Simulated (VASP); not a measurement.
# In (C2/m) in VASP: single point with PBE

Aim: the single point of In with PBE.

Everything below comes from runs of VASP 6.6.1. Logs are shortened: lines on timing, memory, paths and dates and some standing lists are left out, and cuts for length are marked.

### Step 1. The cell of the first run

It takes space group C2/m (No. 12, monoclinic). The conventional cell has a = 5.956 Å, b = 3.335 Å, c = 3.338 Å, α = 90.00°, β = 123.92°, γ = 90.00°. Within 4.4 Å of In (site symmetry 2/m) lie 12 In at 3.33 to 3.42 Å.

### Step 2. Single point, PBE

INCAR

```
ALGO = Fast
EDIFF = 1E-7
ENCUT = 520
GGA = PE
ISIF = 2
ISMEAR = 0
LASPH = True
LCHARG = True
LELF = True
LREAL = False
LVHAR = True
LWAVE = False
NBANDS = 12
NELM = 100
PREC = Accurate
SIGMA = 0.1
```

KPOINTS

```
k-points
0
Gamma
  20 20 20
```

POSCAR

```
In
1.0
    2.9781326045     -1.6674473738     -0.0088719689
    2.9781326045      1.6674473738     -0.0088719689
   -1.8542209780      0.0000000000      2.7751528376
In
1
Direct
    0.5000000000      0.5000000000      0.5000000000
```

Potentials or basis: VASP PAW PBE potentials, release 64 (In_d).

Started as:

```bash
> cat potpaw_PBE.64/In_d/POTCAR > POTCAR
> mpirun -np 1 vasp_std > vasp.out
```

OUTCAR:

```text
EDIFF = 1E-7
   ENCUT = 520
   GGA = PE
   ISIF = 2
   ISMEAR = 0
   LASPH = True
   LREAL = False
   NELM = 100
   PREC = Accurate

 ion  position               nearest neighbor table
   1  0.500  0.500  0.500-

  LATTYP: Found a base centered monoclinic cell.
 ALAT       =     5.9562916389
 B/A-ratio  =     0.5598944695
 C/A-ratio  =     0.5603495325
 COS(beta)  =    -0.5580288461

  Lattice vectors:

 A1 = (   2.9781326045,  -1.6674473738,  -0.0088719689)
 A2 = (   2.9781326045,   1.6674473738,  -0.0088719689)
 A3 = (  -1.8542209780,   0.0000000000,   2.7751528376)

Analysis of symmetry for initial positions (statically):
=====================================================================
 Subroutine PRICEL returns:
 Original cell was already a primitive cell.

 Routine SETGRP: Setting up the symmetry group for a
 base centered monoclinic supercell.

 Subroutine GETGRP returns: Found  4 space group operations
 (whereof  4 operations were pure point group operations)
 out of a pool of  4 trial point group operations.

The static configuration has the point symmetry C_2h.

Analysis of symmetry for dynamics (positions and initial velocities):
=====================================================================
 Subroutine PRICEL returns:
 Original cell was already a primitive cell.

 Routine SETGRP: Setting up the symmetry group for a
 base centered monoclinic supercell.

 Subroutine GETGRP returns: Found  4 space group operations
 (whereof  4 operations were pure point group operations)
 out of a pool of  4 trial point group operations.

The dynamic configuration has the point symmetry C_2h.

 Subroutine INISYM returns: Found  4 space group operations
 (whereof  4 operations are pure point group operations),
 and found     1 'primitive' translations

----------------------------------------------------------------------------------------

                                     Primitive cell

  volume of cell :      27.5073

  direct lattice vectors                    reciprocal lattice vectors
     2.978132604 -1.667447374 -0.008871969     0.168225286 -0.299859539  0.112399883
     2.978132604  1.667447374 -0.008871969     0.168225286  0.299859539  0.112399883
    -1.854220978  0.000000000  2.775152838     0.001075609  0.000000000  0.361059183

  length of vectors
     3.413170559  3.413170559  3.337605235     0.361730871  0.361730871  0.361060785

  position of ions in fractional coordinates (direct lattice)
     0.500000000  0.500000000  0.500000000
[... 85 lines left out ...]
   TEBEG  =    0.0;   TEEND  =   0.0 temperature during run
   PSTRESS=    0.0 pullay stress
   NELECT =      13.0000    total number of electrons
   NUPDOWN=      -1.0000    fix difference up-down
   EMIN   =  10.00;   EMAX   =-10.00  energy-range for DOS
   EFERMI =   0.00;   METHOD = LEGACY
   ISMEAR =     0;   SIGMA  =   0.10  broadening in eV -4-tet -1-fermi 0-gaus
   EFERMI_NEDOS =   21; number of points for ismear=-14 and -15
   IALGO  =     68    algorithm
   IMIX   =      4    mixing-type and parameters
     AMIX     =   0.40;   BMIX     =  1.00
     AMIX_MAG =   1.60;   BMIX_MAG =  1.00
  volume/ion in A,a.u.               =      27.51       185.63
  Fermi-wavevector in a.u.,A,eV,Ry     =   1.275185  2.409751 22.124407  1.626098
  Thomas-Fermi vector in A             =   2.407912
   LORBIT       =      0    0 simple, 1 ext, 2 COOP (PROOUT), +10 PAW based schemes
   GGA     = PE    functional components
   LHFCALC =     F    Hartree Fock is set to
   AEXX    =    0.0000 exact exchange contribution
   IVDW    =     0    specifies the selected vdW correction
   LEPSILON=     F    determine dielectric tensor
   LRPA    =     F    only Hartree local field effects (RPA)
 non-spin polarized calculation
 RMM-DIIS sequential band-by-band and
 Gauss-broadening in eV      SIGMA  =   0.10
  energy-cutoff  :      520.00
  volume of cell :       27.51
 maximum number of plane-waves:       753
 NGX is ok and might be reduce to    28
   NGX = 13   NGY = 13   NGZ = 13

 number of electron      12.9999997 magnetization

 Free energy of the ion-electron system (eV)
  ---------------------------------------------------
  ext. energy  EPLUGINS =         0.00000000
  ---------------------------------------------------
  free energy    TOTEN  =        -2.56133131 eV

  energy without entropy =       -2.55902216  energy(sigma->0) =       -2.56017673

 E-fermi :   6.9725     XC(G=0): -10.0171

 val. band max:        6.9718315244   @ k =   0.3500  -0.0000   0.3500
 cond. band min:       6.9757042833   @ k =   0.4000   0.3500   0.2500
 fundamental gap:      0.0038727588
 Fermi energy:         6.9724650450

 k-point     1 :       0.0000    0.0000    0.0000
  band No.  band energies     occupation
      1      -7.6580      2.00000
      2      -7.6009      2.00000
      3      -7.6000      2.00000
      4      -7.5004      2.00000
      5      -7.4434      2.00000
      6      -2.2382      2.00000
      7      17.0430      0.00000
      8      17.0760      0.00000
      9      17.1802      0.00000
     10      18.4022      0.00000
     11      20.5426      0.00000
     12      20.6007      0.00000
[... 331 lines left out ...]
 k-point    24 :      -0.3500    0.0500   -0.0000
  band No.  band energies     occupation
      1      -7.6554      2.00000
      2      -7.6227      2.00000
      3      -7.5725      2.00000
      4      -7.3891      2.00000
      5      -7.3573      2.00000
      6       0.7275      2.00000
      7       6.5715      2.00000
      8      13.9040      0.00000
      9      15.9554      0.00000
     10      17.9725      0.00000
     11      19.8348      0.00000
     12      19.9130      0.00000

 [... further k-points ...]

------------------------ aborting loop because EDIFF is reached ----------------------------------------

  FORCE on cell =-STRESS in cart. coord.  units (eV):
  Direction    XX          YY          ZZ          XY          YZ          ZX
  --------------------------------------------------------------------------------------
  -------------------------------------------------------------------------------------
  Total       -0.0019950     -0.0037173     -0.0066763      0.0000000      0.0000000      0.0019852
  in kB       -0.1161980     -0.2165165     -0.3888634      0.0000000      0.0000000      0.1156305
  external PRESSURE =      -0.2405260 kB  Pullay stress =       0.0000000 kB

 VOLUME and BASIS-vectors are now :
 -----------------------------------------------------------------------------
  energy-cutoff  :      520.00
  volume of cell :       27.51
      direct lattice vectors                 reciprocal lattice vectors
     2.978132604 -1.667447374 -0.008871969     0.168225286 -0.299859539  0.112399883
     2.978132604  1.667447374 -0.008871969     0.168225286  0.299859539  0.112399883
    -1.854220978  0.000000000  2.775152838     0.001075609  0.000000000  0.361059183

 POSITION                                       TOTAL-FORCE (eV/Angst)
 -----------------------------------------------------------------------------------
      2.05102      0.00000      1.37870         0.000000      0.000000      0.000000
 -----------------------------------------------------------------------------------
    total drift:                                0.000000      0.000000      0.000000

  FREE ENERGIE OF THE ION-ELECTRON SYSTEM (eV)
  ---------------------------------------------------
  free  energy   TOTEN  =        -2.5613313059 eV

  energy  without entropy=       -2.5590221594  energy(sigma->0) =       -2.56017673
```

OSZICAR:

```text
N       E                     dE             d eps       ncg     rms          rms(c)
DAV:   1     0.771673131952E+02    0.77167E+02   -0.65964E+03 51180   0.139E+03
DAV:   2     0.111949921608E+01   -0.76048E+02   -0.73935E+02 52364   0.285E+02
DAV:   3    -0.250277906383E+01   -0.36223E+01   -0.36078E+01 60808   0.632E+01
DAV:   4    -0.258200101629E+01   -0.79222E-01   -0.79199E-01 64152   0.960E+00
DAV:   5    -0.258523332574E+01   -0.32323E-02   -0.32322E-02 68604   0.170E+00    0.212E+00
RMM:   6    -0.256503670838E+01    0.20197E-01   -0.27283E-02 62430   0.257E+00    0.112E+00
RMM:   7    -0.256134219211E+01    0.36945E-02   -0.11196E-02 60295   0.135E+00    0.235E-01
RMM:   8    -0.256124828317E+01    0.93909E-04   -0.17521E-03 69279   0.656E-01    0.725E-02
RMM:   9    -0.256132059921E+01   -0.72316E-04   -0.64182E-04 77514   0.267E-01    0.498E-02
RMM:  10    -0.256132345326E+01   -0.28540E-05   -0.17780E-04 69868   0.240E-01    0.815E-03
RMM:  11    -0.256133006149E+01   -0.66082E-05   -0.81993E-05 83308   0.948E-02    0.123E-02
RMM:  12    -0.256133436624E+01   -0.43047E-05   -0.14989E-05 76192   0.458E-02    0.616E-02
RMM:  13    -0.256133133085E+01    0.30354E-05   -0.71226E-06 64720   0.455E-02    0.150E-02
RMM:  14    -0.256133124139E+01    0.89454E-07   -0.22407E-06 73279   0.158E-02    0.282E-03
RMM:  15    -0.256133130592E+01   -0.64524E-07   -0.25642E-07 42388   0.491E-03
   1 F= -.25613313E+01 E0= -.25601767E+01  d E =-.230915E-02
```

Wall time 13 min (1 thread of Intel Xeon Platinum 8259CL at 2.50GHz (Skylake/Cascade Lake), shared host); peak memory 0.72 GiB.

Results:

| Property | Result |
| --- | --- |
| Free energy | -2.5613 eV |
| Pressure | 0.0 GPa |
| Band gap on the k mesh | zero (an odd number of electrons rules out a gap without spin polarisation) |

Levels at points of the mesh, in eV from the Fermi level:
```csv
k point,band 4,band 5,band 6,band 7,band 8,band 9
"(0.00, 0.00, 0.00)",-14.47,-14.42,-9.21,10.07,10.10,10.21
"(0.50, 0.00, 0.00)",-14.32,-14.30,-4.29,-3.17,7.57,8.50
"(0.50, 0.50, 0.00)",-14.28,-14.28,-2.70,-2.35,4.33,4.35
"(0.00, 0.00, 0.50)",-14.32,-14.30,-4.32,-3.18,7.60,8.53
"(0.50, 0.00, 0.50)",-14.29,-14.25,-1.93,-1.91,3.60,3.87
"(0.50, 0.50, 0.50)",-14.32,-14.30,-4.28,-3.16,7.53,8.49
```

Caveat: spin-orbit coupling is left out, which moves the levels of the heavy elements.
